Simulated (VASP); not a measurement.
# B (C2/m) in VASP: single point with PBE

Aim: the single point of B with PBE.

All numbers are computed with VASP 6.6.1; they aren't measurements. Logs are shortened: lines on timing, memory, paths and dates and some standing lists are left out, and cuts for length are marked.

## 1. The cell of the first run

Symmetry: C2/m, No. 12, monoclinic system. The conventional cell has a = 5.603 Å, b = 2.907 Å, c = 3.246 Å, α = 90.00°, β = 92.31°, γ = 90.00°. Within 2.3 Å of B (site symmetry m) lie 7 B at 1.75 to 1.87 Å. B (site symmetry m) has 7 B at 1.70 to 2.23 Å within 2.3 Å.

The cell was generated, and may not be a known phase.

## 2. Single point, PBE

INCAR

```
SYSTEM = B
ALGO = Normal
EDIFF = 1E-7
ENCUT = 520
GGA = PE
ISIF = 2
ISMEAR = 0
LASPH = .TRUE.
LCHARG = .FALSE.
LREAL = .FALSE.
LWAVE = .FALSE.
NBANDS = 14
NELM = 60
PREC = Accurate
SIGMA = 0.1
```

KPOINTS

```
k-points
0
G
  18 18 14
  0 0 0
```

POSCAR

```
B
1.0
    2.8016136541     -1.4535615631     -0.0272074625
    2.8016136541      1.4535615631     -0.0272074625
   -0.0994982347      0.0000000000      3.2443797000
B
4
Direct
    0.7690019029      0.7690019029      0.1707241282
    0.0972491119      0.0972491119      0.3056648106
    0.9027508881      0.9027508881      0.6943351894
    0.2309980971      0.2309980971      0.8292758718
```

Potentials or basis: VASP PAW PBE potentials, release 64 (B).

The run is started by

```
$ cat potpaw_PBE.64/B/POTCAR > POTCAR
$ mpirun -np 1 vasp_std > vasp.out
```

OUTCAR:

```text
SYSTEM = B
   EDIFF = 1E-7
   ENCUT = 520
   GGA = PE
   ISIF = 2
   ISMEAR = 0
   LASPH = .TRUE.
   LREAL = .FALSE.
   NELM = 60
   PREC = Accurate

 ion  position               nearest neighbor table
   1  0.769  0.769  0.171-   3 1.75   2 1.81   2 1.81   3 1.83   4 1.84   4 1.84   2 1.87
   2  0.097  0.097  0.306-   3 1.70   4 1.75   1 1.81   1 1.81   4 1.83   1 1.87
   3  0.903  0.903  0.694-   2 1.70   1 1.75   4 1.81   4 1.81   1 1.83   4 1.87
   4  0.231  0.231  0.829-   2 1.75   3 1.81   3 1.81   2 1.83   1 1.84   1 1.84   3 1.87

  LATTYP: Found a base centered monoclinic cell.
 ALAT       =     5.6034915233
 B/A-ratio  =     0.5188056615
 C/A-ratio  =     0.5792647366
 COS(beta)  =    -0.0403583519

  Lattice vectors:

 A1 = (   2.8016136541,  -1.4535615631,  -0.0272074625)
 A2 = (   2.8016136541,   1.4535615631,  -0.0272074625)
 A3 = (  -0.0994982347,   0.0000000000,   3.2443797000)

Analysis of symmetry for initial positions (statically):
=====================================================================
 Subroutine PRICEL returns:
 Original cell was already a primitive cell.

 Routine SETGRP: Setting up the symmetry group for a
 base centered monoclinic supercell.

 Subroutine GETGRP returns: Found  4 space group operations
 (whereof  4 operations were pure point group operations)
 out of a pool of  4 trial point group operations.

The static configuration has the point symmetry C_2h.

Analysis of symmetry for dynamics (positions and initial velocities):
=====================================================================
 Subroutine PRICEL returns:
 Original cell was already a primitive cell.

 Routine SETGRP: Setting up the symmetry group for a
 base centered monoclinic supercell.

 Subroutine GETGRP returns: Found  4 space group operations
 (whereof  4 operations were pure point group operations)
 out of a pool of  4 trial point group operations.

The dynamic configuration has the point symmetry C_2h.

 Subroutine INISYM returns: Found  4 space group operations
 (whereof  4 operations are pure point group operations),
 and found     1 'primitive' translations

----------------------------------------------------------------------------------------
[... 104 lines left out ...]
   ISYM   =      2    0-nonsym 1-usesym 2-fastsym
   POTIM  = 0.5000    time-step for ionic-motion
   TEBEG  =    0.0;   TEEND  =   0.0 temperature during run
   PSTRESS=    0.0 pullay stress
   NELECT =      12.0000    total number of electrons
   NUPDOWN=      -1.0000    fix difference up-down
   EMIN   =  10.00;   EMAX   =-10.00  energy-range for DOS
   EFERMI =   0.00;   METHOD = LEGACY
   ISMEAR =     0;   SIGMA  =   0.10  broadening in eV -4-tet -1-fermi 0-gaus
   EFERMI_NEDOS =   21; number of points for ismear=-14 and -15
   IALGO  =     38    algorithm
   IMIX   =      4    mixing-type and parameters
     AMIX     =   0.40;   BMIX     =  1.00
     AMIX_MAG =   1.60;   BMIX_MAG =  1.00
  volume/ion in A,a.u.               =       6.60        44.57
  Fermi-wavevector in a.u.,A,eV,Ry     =   1.258473  2.378169 21.548287  1.583754
  Thomas-Fermi vector in A             =   2.392081
   LORBIT       =      0    0 simple, 1 ext, 2 COOP (PROOUT), +10 PAW based schemes
   GGA     = PE    functional components
   LHFCALC =     F    Hartree Fock is set to
   AEXX    =    0.0000 exact exchange contribution
   IVDW    =     0    specifies the selected vdW correction
   LEPSILON=     F    determine dielectric tensor
   LRPA    =     F    only Hartree local field effects (RPA)
 non-spin polarized calculation
 Gauss-broadening in eV      SIGMA  =   0.10
  energy-cutoff  :      520.00
  volume of cell :       26.42
 maximum number of plane-waves:       730
   NGX = 11   NGY = 11   NGZ = 13

 number of electron      12.0000000 magnetization

 Free energy of the ion-electron system (eV)
  ---------------------------------------------------
  ext. energy  EPLUGINS =         0.00000000
  ---------------------------------------------------
  free energy    TOTEN  =       -25.94544621 eV

  energy without entropy =      -25.94320922  energy(sigma->0) =      -25.94432772

 E-fermi :   8.6155     XC(G=0): -12.1593

 val. band max:        8.6107348534   @ k =  -0.2222  -0.2778   0.2857
 cond. band min:       8.6177182786   @ k =  -0.4444   0.4444   0.0000
 fundamental gap:      0.0069834252
 Fermi energy:         8.6155226475

 k-point     1 :       0.0000    0.0000    0.0000
  band No.  band energies     occupation
      1      -9.1896      2.00000
      2      -0.1917      2.00000
      3       3.1462      2.00000
      4       4.4359      2.00000
      5       4.6866      2.00000
      6       4.9002      2.00000
      7       9.0599      0.00000
      8      12.1910      0.00000
      9      13.9362      0.00000
     10      14.9223      0.00000
     11      16.0283      0.00000
     12      16.6365      0.00000
     13      18.1013      0.00000
     14      18.6427      0.00000
[... 377 lines left out ...]
      1      -8.0494      2.00000
      2      -0.0779      2.00000
      3       0.6028      2.00000
      4       2.9345      2.00000
      5       3.7893      2.00000
      6       5.1535      2.00000
      7       8.7817      0.01878
      8      12.0075      0.00000
      9      14.2645      0.00000
     10      15.8936      0.00000
     11      16.2142      0.00000
     12      17.8895      0.00000
     13      17.9800      0.00000
     14      21.0069      0.00000

 [... further k-points ...]

------------------------ aborting loop because EDIFF is reached ----------------------------------------

  FORCE on cell =-STRESS in cart. coord.  units (eV):
  Direction    XX          YY          ZZ          XY          YZ          ZX
  --------------------------------------------------------------------------------------
  -------------------------------------------------------------------------------------
  Total        0.0076335     -0.0071033     -0.0053388      0.0000000      0.0000000     -0.0027406
  in kB        0.4629772     -0.4308230     -0.3237998      0.0000000      0.0000000     -0.1662180
  external PRESSURE =      -0.0972152 kB  Pullay stress =       0.0000000 kB

 VOLUME and BASIS-vectors are now :
 -----------------------------------------------------------------------------
  energy-cutoff  :      520.00
  volume of cell :       26.42
      direct lattice vectors                 reciprocal lattice vectors
     2.801613654 -1.453561563 -0.027207463     0.178521745 -0.343982679  0.005474883
     2.801613654  1.453561563 -0.027207463     0.178521745  0.343982679  0.005474883
    -0.099498235  0.000000000  3.244379700     0.002994177  0.000000000  0.308317154

 POSITION                                       TOTAL-FORCE (eV/Angst)
 -----------------------------------------------------------------------------------
      4.29191      0.00000      0.51205         0.001250      0.000000      0.000718
      0.51450      0.00000      0.98640         0.000035      0.000000      0.001422
      4.98923      0.00000      2.20356        -0.000035      0.000000     -0.001422
      1.21182      0.00000      2.67792        -0.001250      0.000000     -0.000718
 -----------------------------------------------------------------------------------
    total drift:                               -0.000000      0.000000     -0.000000

  FREE ENERGIE OF THE ION-ELECTRON SYSTEM (eV)
  ---------------------------------------------------
  free  energy   TOTEN  =       -25.9454462084 eV

  energy  without entropy=      -25.9432092250  energy(sigma->0) =      -25.94432772
```

Wall time 3.3 min (1 thread of Intel Xeon Platinum 8259CL at 2.50GHz (Skylake/Cascade Lake), shared host); peak memory 0.4 GiB.

What came out:

* Free energy: -25.9454 eV
* Pressure: 0.0 GPa
* Band gap on the k mesh: zero (bands 6 and 7 overlap by 1.75 eV)

Levels at points of the mesh, in eV from the Fermi level:
| k point | band 2 | band 3 | band 4 | band 5 | band 6 | band 7 | band 8 | band 9 | band 10 | band 11 |
| --- | --- | --- | --- | --- | --- | --- | --- | --- | --- | --- |
| (0.00, 0.00, 0.00) | -8.81 | -5.47 | -4.18 | -3.93 | -3.72 | 0.44 | 3.58 | 5.32 | 6.31 | 7.41 |
| (0.50, 0.00, 0.00) | -12.84 | -7.50 | -5.80 | -5.12 | -3.89 | 0.02 | 1.78 | 5.50 | 7.10 | 8.12 |
| (0.50, 0.50, 0.00) | -13.39 | -6.46 | -5.87 | -5.60 | -0.82 | -0.07 | 1.59 | 3.55 | 7.78 | 8.32 |
| (0.00, 0.00, 0.50) | -14.70 | -5.19 | -2.95 | -2.56 | 0.42 | 1.84 | 3.32 | 3.59 | 4.59 | 5.72 |
| (0.50, 0.00, 0.50) | -11.25 | -10.62 | -9.47 | -5.47 | -5.02 | 1.43 | 2.22 | 9.03 | 10.55 | 10.69 |
| (0.50, 0.50, 0.50) | -11.76 | -10.92 | -10.32 | -4.11 | -2.28 | 2.27 | 3.05 | 8.47 | 10.20 | 10.82 |
